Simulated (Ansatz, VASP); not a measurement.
**Au: VASP beside Ansatz**

```xyz
1
Lattice="-1.7070 1.7070 1.6324 1.7070 -1.7070 1.6324 1.7070 1.7070 -1.6324" Properties=species:S:1:pos:R:3 pbc="T T T"
Au    0.0000    0.0000    0.0000
```

Change from the starting cell: strain +0.030 along x and y, -0.015 along z, atoms carried along.

Alike in both runs: task single point; functional r2SCAN; k mesh 20 × 20 × 20; occupations gaussian, width 0.15 eV; no spin polarisation.

|  | VASP | Ansatz |
| --- | --- | --- |
| version | VASP 6.6.1 | Ansatz 0.2.0 |
| potentials or method | VASP PAW PBE potentials, release 64 (Au), cutoff 520 eV | scalar-relativistic, plane waves, PAW |
| valence electrons in the cell | 11 | 19 |

Ansatz gave:

| Quantity | Value |
| --- | --- |
| gap on the k mesh at the Fermi level (eV) | none |
| pressure (GPa) | -9.3 |
| traceless stress, the component that is largest in VASP (GPa) | -0.33 |

Task: Which values does VASP return?

Result: gap on the k mesh at the Fermi level (eV): none; pressure (GPa): -9.2; traceless stress, the component that is largest in VASP (GPa): -0.33.

VASP's potentials were made for PBE, not for r2SCAN. A gap of «none» marks a metal or a gap that the smearing closes. VASP's potentials hold 11 valence electrons a cell and Ansatz's 19, so a difference there can come from the potentials and not from the codes.

Spin-orbit coupling is off throughout.
